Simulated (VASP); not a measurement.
# Nb (Im-3m) in VASP: notebook

Aim: see how the results for Nb move with the level of theory and the settings. Levels: PBEsol, LDA, PBE. Tasks: relaxation of cell and atoms.

Everything below comes from runs of VASP 6.6.1. Logs are shortened: lines on timing, memory, paths and dates and some standing lists are left out, and cuts for length are marked.

## 1. The cell of the first run

Symmetry: Im-3m, No. 229, cubic system. The conventional cell has a = 3.300 Å, b = 3.300 Å, c = 3.300 Å, α = 90.00°, β = 90.00°, γ = 90.00°. Nb (site symmetry m-3m) has 14 Nb at 2.86 to 3.30 Å within 3.8 Å.

## 2. Relaxation of cell and atoms, PBEsol

INCAR

```
PREC = Accurate
ENCUT = 600
EDIFF = 1E-6
ISMEAR = 1
SIGMA = 0.1
LREAL = False
LASPH = True
NELM = 60
ALGO = Normal
ISIF = 3
LWAVE = False
LCHARG = False
GGA = PS
IBRION = 2
NSW = 60
EDIFFG = -0.005
```

KPOINTS

```
regular mesh
0
Gamma
  23 23 23
```

POSCAR

```
Nb
1.0
   -1.6500000000      1.6500000000      1.6500000000
    1.6500000000     -1.6500000000      1.6500000000
    1.6500000000      1.6500000000     -1.6500000000
Nb
1
Direct
    0.0000000000      0.0000000000      0.0000000000
```

Potentials or basis: VASP PAW PBE potentials, release 64 (Nb_sv).

Launch:

```console
cat potpaw_PBE.64/Nb_sv/POTCAR > POTCAR
mpirun -np 1 vasp_std > vasp.out
```

OUTCAR:

```text
PREC = Accurate
   ENCUT = 600
   EDIFF = 1E-6
   ISMEAR = 1
   LREAL = False
   LASPH = True
   NELM = 60
   ISIF = 3
   GGA = PS
   IBRION = 2
   NSW = 60
   EDIFFG = -0.005

 ion  position               nearest neighbor table
   1  0.000  0.000  0.000-

  LATTYP: Found a body centered cubic cell.
 ALAT       =     3.3000000000

  Lattice vectors:

 A1 = (  -1.6500000000,   1.6500000000,   1.6500000000)
 A2 = (   1.6500000000,  -1.6500000000,   1.6500000000)
 A3 = (   1.6500000000,   1.6500000000,  -1.6500000000)

Analysis of symmetry for initial positions (statically):
=====================================================================
 Subroutine PRICEL returns:
 Original cell was already a primitive cell.

 Routine SETGRP: Setting up the symmetry group for a
 body centered cubic supercell.

 Subroutine GETGRP returns: Found 48 space group operations
 (whereof 48 operations were pure point group operations)
 out of a pool of 48 trial point group operations.

The static configuration has the point symmetry O_h .

Analysis of symmetry for dynamics (positions and initial velocities):
=====================================================================
 Subroutine PRICEL returns:
 Original cell was already a primitive cell.

 Routine SETGRP: Setting up the symmetry group for a
 body centered cubic supercell.

 Subroutine GETGRP returns: Found 48 space group operations
 (whereof 48 operations were pure point group operations)
 out of a pool of 48 trial point group operations.

The dynamic configuration has the point symmetry O_h .

 Subroutine INISYM returns: Found 48 space group operations
 (whereof 48 operations are pure point group operations),
 and found     1 'primitive' translations

----------------------------------------------------------------------------------------

                                     Primitive cell

  volume of cell :      17.9685

  direct lattice vectors                    reciprocal lattice vectors
    -1.650000000  1.650000000  1.650000000     0.000000000  0.303030303  0.303030303
     1.650000000 -1.650000000  1.650000000     0.303030303  0.000000000  0.303030303
     1.650000000  1.650000000 -1.650000000     0.303030303  0.303030303  0.000000000

  length of vectors
     2.857883832  2.857883832  2.857883832     0.428549564  0.428549564  0.428549564

  position of ions in fractional coordinates (direct lattice)
     0.000000000  0.000000000  0.000000000

  ion indices of the primitive-cell ions
   primitive index   ion index
                 1           1

----------------------------------------------------------------------------------------

 KPOINTS: regular mesh

Automatic generation of k-mesh.
 Grid dimensions read from file:
 generate k-points for:   23   23   23

 Generating k-lattice:

  Cartesian coordinates                     Fractional coordinates (reciprocal lattice)
     0.000000000  0.013175231  0.013175231     0.043478261  0.000000000  0.000000000
     0.013175231  0.000000000  0.013175231     0.000000000  0.043478261  0.000000000
     0.013175231  0.013175231  0.000000000     0.000000000  0.000000000  0.043478261

  Length of vectors
     0.018632590  0.018632590  0.018632590

  Shift w.r.t. Gamma in fractional coordinates (k-lattice)
     0.000000000  0.000000000  0.000000000

 Subroutine IBZKPT returns following result:
 ===========================================

 Found    364 irreducible k-points:

 Following reciprocal coordinates:
            Coordinates               Weight
  0.000000  0.000000  0.000000      1.000000
  0.043478  0.000000  0.000000     12.000000
  0.086957  0.000000  0.000000     12.000000
  0.130435  0.000000  0.000000     12.000000
  0.173913  0.000000  0.000000     12.000000
  0.217391  0.000000  0.000000     12.000000
[... 16 lines left out ...]
  0.478261  0.043478  0.000000     24.000000
  0.086957  0.086957  0.000000     24.000000
 [... further k-points ...]
   k-points           NKPTS =    364   k-points in BZ     NKDIM =    364   number of bands    NBANDS=     10
   number of dos      NEDOS =    301   number of ions     NIONS =      1
   total plane-waves  NPLWV =  13824
   dimension x,y,z NGX =    24 NGY =   24 NGZ =   24
   dimension x,y,z NGXF=    48 NGYF=   48 NGZF=   48
   ions per type =               1
   NGX,Y,Z   is equivalent  to a cutoff of  13.96, 13.96, 13.96 a.u.
   NGXF,Y,Z  is equivalent  to a cutoff of  27.92, 27.92, 27.92 a.u.
 SYSTEM =  unknown system
   PREC   = accura    normal or accurate (medium, high low for compatibility)
   ISTART =      0    job   : 0-new  1-cont  2-samecut
   ICHARG =      2    charge: 1-file 2-atom 10-const
   ISPIN  =      1    spin polarized calculation?
   LNONCOLLINEAR =      F non collinear calculations
   LSORBIT =      F    spin-orbit coupling
   LASPH  =      T    aspherical Exc in radial PAW
   ENCUT  =  600.0 eV  44.10 Ry    6.64 a.u.   5.71  5.71  5.71*2*pi/ulx,y,z
   NELM   =     60;   NELMIN=  2; NELMDL= -5     # of ELM steps
   EDIFF  = 0.1E-05   stopping-criterion for ELM
   LREAL  =      F    real-space projection
   EDIFFG = -.5E-02   stopping-criterion for IOM
   NSW    =     60    number of steps for IOM
   IBRION =      2    ionic relax: 0-MD 1-quasi-New 2-CG
   NFREE  =      1    steps in history (QN), initial steepest desc. (CG)
   ISIF   =      3    stress and relaxation
   ISYM   =      2    0-nonsym 1-usesym 2-fastsym
   POTIM  = 0.5000    time-step for ionic-motion
   TEBEG  =    0.0;   TEEND  =   0.0 temperature during run
   PSTRESS=    0.0 pullay stress
   NELECT =      13.0000    total number of electrons
   NUPDOWN=      -1.0000    fix difference up-down
   EMIN   =  10.00;   EMAX   =-10.00  energy-range for DOS
   EFERMI =   0.00;   METHOD = LEGACY
   ISMEAR =     1;   SIGMA  =   0.10  broadening in eV -4-tet -1-fermi 0-gaus
   EFERMI_NEDOS =   21; number of points for ismear=-14 and -15
   IALGO  =     38    algorithm
   IMIX   =      4    mixing-type and parameters
     AMIX     =   0.40;   BMIX     =  1.00
     AMIX_MAG =   1.60;   BMIX_MAG =  1.00
  volume/ion in A,a.u.               =      17.97       121.26
  Fermi-wavevector in a.u.,A,eV,Ry     =   1.469666  2.777266 29.387474  2.159918
  Thomas-Fermi vector in A             =   2.585016
   LORBIT       =      0    0 simple, 1 ext, 2 COOP (PROOUT), +10 PAW based schemes
   GGA     = PS    functional components
   LHFCALC =     F    Hartree Fock is set to
   AEXX    =    0.0000 exact exchange contribution
   IVDW    =     0    specifies the selected vdW correction
   LEPSILON=     F    determine dielectric tensor
   LRPA    =     F    only Hartree local field effects (RPA)
 conjugate gradient relaxation of ions
 non-spin polarized calculation
 Methfessel and Paxton  Order N= 1 SIGMA  =   0.10
  energy-cutoff  :      600.00
  volume of cell :       17.97
 maximum number of plane-waves:       616
   NGX = 11   NGY = 11   NGZ = 11

--------------------------------------- Ionic step        1  -------------------------------------------

 number of electron      13.0000000 magnetization

 Free energy of the ion-electron system (eV)
  ---------------------------------------------------
  ext. energy  EPLUGINS =         0.00000000
  ---------------------------------------------------
  free energy    TOTEN  =       -10.94705087 eV

  energy without entropy =      -10.94730263  energy(sigma->0) =      -10.94713479

------------------------ aborting loop because EDIFF is reached ----------------------------------------

  FORCE on cell =-STRESS in cart. coord.  units (eV):
  Direction    XX          YY          ZZ          XY          YZ          ZX
  --------------------------------------------------------------------------------------
  -------------------------------------------------------------------------------------
  Total       -0.5574165     -0.5574165     -0.5574165      0.0000000      0.0000000      0.0000000
  in kB      -49.7025373    -49.7025373    -49.7025373      0.0000000      0.0000000      0.0000000
  external PRESSURE =     -49.7025373 kB  Pullay stress =       0.0000000 kB
[... 90 lines left out ...]
  energy  without entropy=      -10.9555408799  energy(sigma->0) =      -10.95519239

--------------------------------------- Ionic step        4  -------------------------------------------

 number of electron      13.0000001 magnetization

 Free energy of the ion-electron system (eV)
  ---------------------------------------------------
  ext. energy  EPLUGINS =         0.00000000
  ---------------------------------------------------
  free energy    TOTEN  =       -10.95502184 eV

  energy without entropy =      -10.95554895  energy(sigma->0) =      -10.95519754

 E-fermi :  11.4692     XC(G=0): -12.7897

 val. band max:       11.4669283661   @ k =  -0.1739   0.2174   0.0870
 cond. band min:      11.4751323167   @ k =  -0.2174   0.2174   0.1304
 fundamental gap:      0.0082039506
 Fermi energy:        11.4692400315

 k-point     1 :       0.0000    0.0000    0.0000
  band No.  band energies     occupation
      1     -42.7516      2.00000
      2     -17.9971      2.00000
      3     -17.9971      2.00000
      4     -17.9971      2.00000
      5       5.4502      2.00000
      6      11.8361     -0.00000
      7      11.8361     -0.00000
      8      11.8361     -0.00000
      9      14.8500      0.00000
     10      14.8500      0.00000
[... 287 lines left out ...]
 k-point    24 :       0.0870    0.0870    0.0000
  band No.  band energies     occupation
      1     -42.6946      2.00000
      2     -18.3309      2.00000
      3     -18.0730      2.00000
      4     -18.0267      2.00000
      5       6.3622      2.00000
      6      11.3821      2.01217
      7      11.4887      0.67717
      8      12.8144     -0.00000
      9      14.1714      0.00000
     10      14.9563      0.00000

 [... further k-points ...]

------------------------ aborting loop because EDIFF is reached ----------------------------------------

  FORCE on cell =-STRESS in cart. coord.  units (eV):
  Direction    XX          YY          ZZ          XY          YZ          ZX
  --------------------------------------------------------------------------------------
  -------------------------------------------------------------------------------------
  Total        0.0011142      0.0011142      0.0011142     -0.0000000      0.0000000      0.0000000
  in kB        0.1022126      0.1022126      0.1022126     -0.0000000      0.0000000      0.0000000
  external PRESSURE =       0.1022126 kB  Pullay stress =       0.0000000 kB
[... 16 lines left out ...]
  FREE ENERGIE OF THE ION-ELECTRON SYSTEM (eV)
  ---------------------------------------------------
  free  energy   TOTEN  =       -10.9550218375 eV

  energy  without entropy=      -10.9555489452  energy(sigma->0) =      -10.95519754

 reached required accuracy - stopping structural energy minimisation
```

It took 3.9 min on 1 thread of Intel Xeon 8259CL, shared host; peak memory 0.22 GiB.

Results:

- Free energy: -10.9550 eV
- Relaxed volume: 17.46 Å³/atom
- Relaxed cell: a = 2.831 Å, b = 2.831 Å, c = 2.831 Å, α = 109.47°, β = 109.47°, γ = 109.47°
- Space group after relaxing (to 0.1 Å): Im-3m (No. 229)
- Energy gained by relaxing: 8.0 meV/atom
- Ionic steps: 4
- Pressure after relaxing: 0.0 GPa
- Band gap on the k mesh: zero (an odd number of electrons rules out a gap without spin polarisation)

Step by step:
```csv
step,energy change (eV),largest force (eV/Å),pressure (GPa),volume (Å³)
1,0.0000,0.0000,-4.97,17.97
2,0.0218,0.0000,10.92,16.56
3,-0.0080,0.0000,-0.13,17.48
4,-0.0080,0.0000,0.01,17.46
```

Final structure:
```cif
data_structure
_symmetry_space_group_name_H-M 'P 1'
_symmetry_Int_Tables_number 1
_cell_length_a 2.8309
_cell_length_b 2.8309
_cell_length_c 2.8309
_cell_angle_alpha 109.471
_cell_angle_beta 109.471
_cell_angle_gamma 109.471
_cell_volume 17.46
loop_
_atom_site_label
_atom_site_type_symbol
_atom_site_fract_x
_atom_site_fract_y
_atom_site_fract_z
_atom_site_occupancy
Nb1 Nb 0.00000 0.00000 0.00000 1
```

Caveat: the PAW data sets were made with another functional, which shifts forces and pressure a little.

## 3. Relaxation of cell and atoms, LDA

INCAR

```
  ALGO = Normal
  EDIFF = 1E-7
  EDIFFG = -0.005
  ENCUT = 600
  GGA = CA
  IBRION = 2
  ISIF = 3
  ISMEAR = 1
  LASPH = T
  LCHARG = F
  LREAL = F
  LWAVE = F
  NELM = 100
  NSW = 60
  PREC = Accurate
  SIGMA = 0.1
```

KPOINTS

```
k-points
0
Gamma
  23 23 23
```

POSCAR is that of step 2.

Potentials or basis: VASP PAW LDA potentials, release 64 (Nb_sv).

Launch:

```console
cat potpaw_LDA.64/Nb_sv/POTCAR > POTCAR
mpirun -np 1 vasp_std > vasp.out
```

Wall time 4 min (1 thread of Intel Xeon 8259CL, shared host); peak memory 0.21 GiB.

Results (log left out):

* Free energy: -11.2592 eV
* Relaxed volume: 17.11 Å³/atom
* Relaxed cell: a = 2.812 Å, b = 2.812 Å, c = 2.812 Å, α = 109.47°, β = 109.47°, γ = 109.47°
* Space group after relaxing (to 0.1 Å): Im-3m (No. 229)
* Energy gained by relaxing: 24.4 meV/atom
* Ionic steps: 4
* Pressure after relaxing: 0.0 GPa
* Band gap on the k mesh: zero (an odd number of electrons rules out a gap without spin polarisation)

The path:
| step | energy change (eV) | largest force (eV/Å) | pressure (GPa) | volume (Å³) |
| --- | --- | --- | --- | --- |
| 1 | 0.0000 | 0.0000 | -8.74 | 17.97 |
| 2 | 0.0775 | 0.0000 | 22.42 | 15.54 |
| 3 | -0.0244 | 0.0000 | -0.35 | 17.14 |
| 4 | -0.0244 | 0.0000 | -0.02 | 17.11 |

Final structure:
```xyz
1
Lattice="-1.6232 1.6232 1.6232 1.6232 -1.6232 1.6232 1.6232 1.6232 -1.6232" Properties=species:S:1:pos:R:3 pbc="T T T"
Nb    1.6232    1.6232    1.6232
```

Levels at points of the mesh, in eV from the Fermi level:
| k point | band 2 | band 3 | band 4 | band 5 | band 6 | band 7 | band 8 | band 9 | band 10 |
| --- | --- | --- | --- | --- | --- | --- | --- | --- | --- |
| (0.00, 0.00, 0.00) | -29.33 | -29.33 | -29.33 | -6.00 | 0.33 | 0.33 | 0.33 | 3.41 | 3.41 |

## 4. Relaxation of cell and atoms, PBE

INCAR

```
ALGO = Normal
EDIFF = 1E-6
EDIFFG = -0.005
ENCUT = 600
GGA = PE
IBRION = 2
ISIF = 3
ISMEAR = 1
LASPH = True
LCHARG = False
LREAL = False
LWAVE = False
NELM = 100
NSW = 60
PREC = Accurate
SIGMA = 0.1
```

KPOINTS is that of step 3.

POSCAR is that of step 3.

Potentials or basis: VASP PAW PBE potentials, release 64 (Nb_sv).

Launch:

```console
cat potpaw_PBE.64/Nb_sv/POTCAR > POTCAR
mpirun -np 1 vasp_std > vasp.out
```

Wall time 2.9 min (1 thread of Intel Xeon 8259CL, shared host); peak memory 0.22 GiB.

The run converged. Its results:

```
Free energy                           : -10.2172 eV
Relaxed volume                        : 18.08 Å³/atom
Relaxed cell                          : a = 2.864 Å, b = 2.864 Å, c = 2.864 Å, α = 109.47°, β = 109.47°, γ = 109.47°
Space group after relaxing (to 0.1 Å) : Im-3m (No. 229)
Energy gained by relaxing             : 0.4 meV/atom
Ionic steps                           : 3
Pressure after relaxing               : 0.0 GPa
Band gap on the k mesh                : zero (an odd number of electrons rules out a gap without spin polarisation)
```

The path:
| step | energy change (eV) | largest force (eV/Å) | pressure (GPa) | volume (Å³) |
| --- | --- | --- | --- | --- |
| 1 | 0.0000 | 0.0000 | 1.05 | 17.97 |
| 2 | 0.0008 | 0.0000 | -1.83 | 18.28 |
| 3 | -0.0004 | 0.0000 | 0.00 | 18.08 |

Final structure:
```xyz
1
Lattice="-1.6533 1.6533 1.6533 1.6533 -1.6533 1.6533 1.6533 1.6533 -1.6533" Properties=species:S:1:pos:R:3 pbc="T T T"
Nb    0.0000    0.0000    0.0000
```

Levels at points of the mesh, in eV from the Fermi level:
```csv
k point,band 3,band 4,band 5,band 6,band 7,band 8,band 9,band 10
"(0.00, 0.00, 0.00)",-29.67,-29.67,-5.93,0.37,0.37,0.37,3.27,3.27
```

## 5. The runs side by side

```csv
level,potentials or basis,gap on the mesh (eV),pressure (GPa),relaxed volume (Å³/atom)
PBEsol,"VASP PAW PBE potentials, release 64 (Nb_sv)",none,0.0,17.46
LDA,"VASP PAW LDA potentials, release 64 (Nb_sv)",none,0.0,17.11
PBE,"VASP PAW PBE potentials, release 64 (Nb_sv)",none,0.0,18.08
```

Alike in all rows: task relaxation of cell and atoms; no spin polarisation; cell relaxed; k mesh 23 × 23 × 23; cutoff (eV) 600; smearing methfessel-paxton 0.1 eV.

Caveats: the PAW data sets were made with another functional, which shifts forces and pressure a little (at least some runs).

Absolute energies hang on the potentials; compare differences alone.
